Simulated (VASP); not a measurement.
# PbS (P-6m2) in VASP: a series of runs

PbS is run at these levels: PBE; tasks: relaxation of cell and atoms, single point.

All numbers are computed with VASP 6.6.1; they aren't measurements. Logs are shortened: lines on timing, memory, paths and dates and some standing lists are left out, and cuts for length are marked.

## Step 1: The cell of the first run

It takes space group P-6m2 (No. 187, hexagonal). Conventional cell: a = 4.090 Å, b = 4.090 Å, c = 3.788 Å, α = 90.00°, β = 90.00°, γ = 120.00°. Pb (site symmetry -6m2) has 6 S at 3.03 Å and 2 Pb at 3.79 Å within 4.0 Å. S (site symmetry -6m2) has 6 Pb at 3.03 Å and 2 S at 3.79 Å within 4.0 Å.

## Step 2: Relaxation of cell and atoms, PBE

INCAR

```
  PREC = Accurate
  ENCUT = 600
  EDIFF = 1E-6
  ISMEAR = -1
  SIGMA = 0.05
  LREAL = False
  LASPH = True
  NELM = 60
  ALGO = Normal
  ISIF = 3
  LWAVE = False
  LCHARG = False
  GGA = PE
  IBRION = 2
  NSW = 60
  EDIFFG = -0.01
```

KPOINTS

```
regular mesh
0
Gamma
  8 8 7
```

POSCAR

```
PbS
1.0
    4.0896976867      0.0000000000      0.0000000000
   -2.0448488433      3.5417820905      0.0000000000
    0.0000000000      0.0000000000      3.7881670000
Pb S
1 1
Direct
    0.0000000000      0.0000000000      0.0000000000
    0.6666666667      0.3333333333      0.5000000000
```

Potentials or basis: VASP PAW PBE potentials, release 64 (Pb_d, S).

Command:

```console
cat potpaw_PBE.64/Pb_d/POTCAR potpaw_PBE.64/S/POTCAR > POTCAR
mpirun -np 1 vasp_std > vasp.out
```

OUTCAR:

```text
PREC = Accurate
   ENCUT = 600
   EDIFF = 1E-6
   ISMEAR = -1
   LREAL = False
   LASPH = True
   NELM = 60
   ISIF = 3
   GGA = PE
   IBRION = 2
   NSW = 60
   EDIFFG = -0.01

 ion  position               nearest neighbor table
   1  0.000  0.000  0.000-   2 3.03   2 3.03   2 3.03   2 3.03   2 3.03   2 3.03
   2  0.667  0.333  0.500-   1 3.03   1 3.03   1 3.03   1 3.03   1 3.03   1 3.03

  LATTYP: Found a hexagonal cell.
 ALAT       =     4.0896976867
 C/A-ratio  =     0.9262706660

  Lattice vectors:

 A1 = (   4.0896976867,   0.0000000000,   0.0000000000)
 A2 = (  -2.0448488433,   3.5417820905,   0.0000000000)
 A3 = (   0.0000000000,   0.0000000000,   3.7881670000)

Analysis of symmetry for initial positions (statically):
=====================================================================
 Subroutine PRICEL returns:
 Original cell was already a primitive cell.

 Routine SETGRP: Setting up the symmetry group for a
 hexagonal supercell.

 Subroutine GETGRP returns: Found 12 space group operations
 (whereof 12 operations were pure point group operations)
 out of a pool of 24 trial point group operations.

The static configuration has the point symmetry D_3h.

Analysis of symmetry for dynamics (positions and initial velocities):
=====================================================================
 Subroutine PRICEL returns:
 Original cell was already a primitive cell.

 Routine SETGRP: Setting up the symmetry group for a
 hexagonal supercell.

 Subroutine GETGRP returns: Found 12 space group operations
 (whereof 12 operations were pure point group operations)
 out of a pool of 24 trial point group operations.

The dynamic configuration has the point symmetry D_3h.

 Subroutine INISYM returns: Found 12 space group operations
 (whereof 12 operations are pure point group operations),
 and found     1 'primitive' translations

----------------------------------------------------------------------------------------

                                     Primitive cell

  volume of cell :      54.8709

  direct lattice vectors                    reciprocal lattice vectors
     4.089697687  0.000000000  0.000000000     0.244516851  0.141171870  0.000000000
    -2.044848843  3.541782090  0.000000000     0.000000000  0.282343740  0.000000000
     0.000000000  0.000000000  3.788167000     0.000000000  0.000000000  0.263979914

  length of vectors
     4.089697687  4.089697687  3.788167000     0.282343740  0.282343740  0.263979914

  position of ions in fractional coordinates (direct lattice)
     0.000000000  0.000000000  0.000000000
[... 91 lines left out ...]
   EMIN   =  10.00;   EMAX   =-10.00  energy-range for DOS
   EFERMI =   0.00;   METHOD = LEGACY
   ISMEAR =    -1;   SIGMA  =   0.05  broadening in eV -4-tet -1-fermi 0-gaus
   EFERMI_NEDOS =   21; number of points for ismear=-14 and -15
   IALGO  =     38    algorithm
   IMIX   =      4    mixing-type and parameters
     AMIX     =   0.40;   BMIX     =  1.00
     AMIX_MAG =   1.60;   BMIX_MAG =  1.00
  volume/ion in A,a.u.               =      27.44       185.14
  Fermi-wavevector in a.u.,A,eV,Ry     =   1.169421  2.209885 18.606576  1.367545
  Thomas-Fermi vector in A             =   2.305894
   LORBIT       =      0    0 simple, 1 ext, 2 COOP (PROOUT), +10 PAW based schemes
   GGA     = PE    functional components
   LHFCALC =     F    Hartree Fock is set to
   AEXX    =    0.0000 exact exchange contribution
   IVDW    =     0    specifies the selected vdW correction
   LEPSILON=     F    determine dielectric tensor
   LRPA    =     F    only Hartree local field effects (RPA)
 conjugate gradient relaxation of ions
 non-spin polarized calculation
  energy-cutoff  :      600.00
  volume of cell :       54.87
 maximum number of plane-waves:      1845
 NGX is ok and might be reduce to    36
   NGX = 17   NGY = 17   NGZ = 15

 number of electron      20.0000002 magnetization

 Free energy of the ion-electron system (eV)
  ---------------------------------------------------
  ext. energy  EPLUGINS =         0.00000000
  ---------------------------------------------------
  free energy    TOTEN  =        -8.52343191 eV

  energy without entropy =       -8.52214110  energy(sigma->0) =       -8.52278650

 E-fermi :   5.1816     XC(G=0):  -9.4368

 val. band max:        5.0945914077   @ k =   0.3750   0.2500   0.0000
 cond. band min:       5.3071721996   @ k =   0.3750   0.2500   0.4286
 fundamental gap:      0.2125807918
 Fermi energy:         5.1816072051

 k-point     1 :       0.0000    0.0000    0.0000
  band No.  band energies     occupation
      1     -11.7116      2.00000
      2     -11.6936      2.00000
      3     -11.6936      2.00000
      4     -11.5911      2.00000
      5     -11.5911      2.00000
      6      -7.9646      2.00000
      7      -1.2697      2.00000
      8       3.0348      2.00000
      9       3.5118      2.00000
     10       3.5118      2.00000
     11       8.6462      0.00000
     12       8.6462      0.00000
     13      10.4612      0.00000
     14      11.6888      0.00000
[... 377 lines left out ...]
      1     -11.7118      2.00000
      2     -11.6716      2.00000
      3     -11.6372      2.00000
      4     -11.6270      2.00000
      5     -11.6047      2.00000
      6      -6.6713      2.00000
      7      -2.6426      2.00000
      8       1.3991      2.00000
      9       3.2445      2.00000
     10       3.5076      2.00000
     11       6.6815      0.00000
     12       8.5884      0.00000
     13       9.5244      0.00000
     14      12.5060      0.00000

 [... further k-points ...]

------------------------ aborting loop because EDIFF is reached ----------------------------------------

  FORCE on cell =-STRESS in cart. coord.  units (eV):
  Direction    XX          YY          ZZ          XY          YZ          ZX
  --------------------------------------------------------------------------------------
  -------------------------------------------------------------------------------------
  Total        0.0007420      0.0007420      0.0013825      0.0000000      0.0000000     -0.0000000
  in kB        0.0216645      0.0216645      0.0403671      0.0000000      0.0000000     -0.0000000
  external PRESSURE =       0.0278987 kB  Pullay stress =       0.0000000 kB

 VOLUME and BASIS-vectors are now :
 -----------------------------------------------------------------------------
  energy-cutoff  :      600.00
  volume of cell :       54.87
      direct lattice vectors                 reciprocal lattice vectors
     4.089697687  0.000000000  0.000000000     0.244516851  0.141171870  0.000000000
    -2.044848843  3.541782090  0.000000000     0.000000000  0.282343740  0.000000000
     0.000000000  0.000000000  3.788167000     0.000000000  0.000000000  0.263979914

 POSITION                                       TOTAL-FORCE (eV/Angst)
 -----------------------------------------------------------------------------------
      0.00000      0.00000      0.00000        -0.000000      0.000000      0.000000
      2.04485      1.18059      1.89408         0.000000      0.000000      0.000000
 -----------------------------------------------------------------------------------
    total drift:                               -0.000000      0.000000     -0.000000

  FREE ENERGIE OF THE ION-ELECTRON SYSTEM (eV)
  ---------------------------------------------------
  free  energy   TOTEN  =        -8.5234319083 eV

  energy  without entropy=       -8.5221410951  energy(sigma->0) =       -8.52278650

 reached required accuracy - stopping structural energy minimisation
```

OSZICAR:

```text
N       E                     dE             d eps       ncg     rms          rms(c)
DAV:   1     0.166017509243E+03    0.16602E+03   -0.10717E+04  1126   0.167E+03
DAV:   2     0.555596653775E+01   -0.16046E+03   -0.15731E+03  1186   0.372E+02
DAV:   3    -0.875289429318E+01   -0.14309E+02   -0.13949E+02  1512   0.110E+02
DAV:   4    -0.913346912740E+01   -0.38057E+00   -0.38030E+00  1204   0.213E+01
DAV:   5    -0.914798491998E+01   -0.14516E-01   -0.14515E-01  1598   0.421E+00    0.447E+00
DAV:   6    -0.852879561981E+01    0.61919E+00   -0.18422E+00  1624   0.105E+01    0.326E+00
DAV:   7    -0.852326657716E+01    0.55290E-02   -0.17131E-01  1168   0.241E+00    0.180E+00
DAV:   8    -0.852356301909E+01   -0.29644E-03   -0.18998E-02  1246   0.166E+00    0.191E-01
DAV:   9    -0.852320641218E+01    0.35661E-03   -0.53920E-03  1846   0.622E-01    0.131E-01
DAV:  10    -0.852340750185E+01   -0.20109E-03   -0.52759E-04  1156   0.156E-01    0.485E-02
DAV:  11    -0.852343015448E+01   -0.22653E-04   -0.73444E-05  1258   0.969E-02    0.127E-02
DAV:  12    -0.852343189112E+01   -0.17366E-05   -0.68021E-06  1368   0.384E-02    0.306E-03
DAV:  13    -0.852343190834E+01   -0.17221E-07   -0.78275E-07   770   0.597E-03
   1 F= -.85234319E+01 E0= -.85227865E+01  d E =-.852343E+01
```

CONTCAR:

```text
PbS
   1.00000000000000
     4.0896976867000001    0.0000000000000000    0.0000000000000000
    -2.0448488433000001    3.5417820904999999    0.0000000000000000
     0.0000000000000000    0.0000000000000000    3.7881670000000001
  Pb              S
     1     1
Direct
     0.0000000000000000    0.0000000000000000    0.0000000000000000
     0.6666666667000030    0.3333333332999970    0.5000000000000000

  0.00000000E+00  0.00000000E+00  0.00000000E+00
  0.00000000E+00  0.00000000E+00  0.00000000E+00
```

Run time: 62 s. Hardware: 1 thread of AMD EPYC 7R13, shared host; peak memory 0.18 GiB.

Results:

```
Free energy             : -8.5234 eV
Pressure after relaxing : 0.0 GPa
Band gap on the k mesh  : 0.21 eV, indirect (least direct gap 1.65 eV)
```

Final structure:
```
CELL_PARAMETERS angstrom
4.08970 0.00000 0.00000
-2.04485 3.54178 0.00000
0.00000 0.00000 3.78817
ATOMIC_POSITIONS crystal
Pb 0.00000 0.00000 0.00000
S 0.66667 0.33333 0.50000
```

Levels at points of the mesh, in eV from the valence-band top:
```
           k point  band 7  band 8  band 9  band 10  band 11  band 12  band 13  band 14
(0.00, 0.00, 0.00)   -6.36   -2.06   -1.58    -1.58     3.55     3.55     5.37     6.59
(0.50, 0.00, 0.00)   -8.37   -2.59   -1.70    -1.08     2.01     4.03     5.35     5.50
```

Caveat: the relaxation stopped at its first step, so nothing moved; spin-orbit coupling is left out, which moves the levels of the heavy elements.

## Step 3: Single point, PBE, non-collinear spin, zero start, spin-orbit coupling

INCAR

```
SYSTEM = PbS
PREC = Accurate
ENCUT = 520
EDIFF = 1E-7
ISMEAR = -1
SIGMA = 0.05
LREAL = .False.
LASPH = .True.
NELM = 150
ALGO = Normal
ISIF = 2
LWAVE = .False.
LCHARG = .False.
MAGMOM = 0 0 0 0 0 0
LORBIT = 11
LSORBIT = .True.
GGA_COMPAT = .False.
LORBMOM = .True.
GGA = PE
NBANDS = 32
```

KPOINTS

```
Automatic mesh
0
Gamma
  6 6 5
  0 0 0
```

POSCAR is that of step 2.

Potentials or basis: VASP PAW PBE potentials, release 64 (Pb_d, S).

Command:

```console
cat potpaw_PBE.64/Pb_d/POTCAR potpaw_PBE.64/S/POTCAR > POTCAR
mpirun -np 1 vasp_ncl > vasp.out
```

Wall time 3.2 min (1 thread of AMD EPYC 7R13, shared host); peak memory 0.27 GiB.

It converged, with:

```
Free energy                                           : -8.9181 eV
Pressure                                              : -0.4 GPa
Net moment                                            : 0.00 μB per cell
Valence electrons inside the program's atomic spheres : Pb 11.83; S 3.67
```

Stress tensor (GPa, compression positive):
```
-0.53  0.00  0.00
 0.00 -0.53  0.00
 0.00  0.00 -0.08
```

Moments on the atoms (μB; x, y, z):
```
Pb  0.00 0.00 0.00
S   0.00 0.00 0.00
```
